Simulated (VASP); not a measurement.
Input of a VASP 6.6.1 run:

The input INCAR:

```
ALGO = Normal
EDIFF = 1E-6
ENCUT = 520
ISIF = 2
ISMEAR = -1
ISPIN = 2
LASPH = T
LCHARG = T
LELF = T
LMAXMIX = 4
LORBIT = 11
LREAL = F
LVHAR = T
LWAVE = F
MAGMOM = 4 0
NBANDS = 20
NELM = 150
PREC = Accurate
SIGMA = 0.05
```

KPOINTS

```
k-points
0
Gamma
  16 16 16
```

File POSCAR:

```
MnO
1.0
    0.0000000000      2.2220000000      2.2664400000
    2.2220000000      0.0000000000      2.2664400000
    2.2220000000      2.2220000000      0.0000000000
Mn O
1 1
Direct
    0.0000000000      0.0000000000      0.0000000000
    0.5000000000      0.5000000000      0.5000000000
```

Potentials or basis: VASP PAW LDA potentials, release 64 (Mn_pv, O).

The run is started by

```bash
$ cat potpaw_LDA.64/Mn_pv/POTCAR potpaw_LDA.64/O/POTCAR > POTCAR
$ mpirun -np 1 vasp_std > vasp.out
```

**Question.** What does it give for the pressure?

**Answer.** -18.5 GPa.

**Question.** What does it give for the site moments?

**Answer.** Mn +4.17; O +0.19 μB.

**Question.** What does it give for the net moment?

**Answer.** 4.59 μB per cell.

Stress tensor (GPa, compression positive):
```
-18.89   0.00   0.00
  0.00 -18.89   0.00
  0.00   0.00 -17.78
```

Caveat: the cell differs from its parent crystal (zz strain of +2 %); the cell stands under tension; a cell with one magnetic atom can't hold antiferromagnetic order, which such compounds often take.
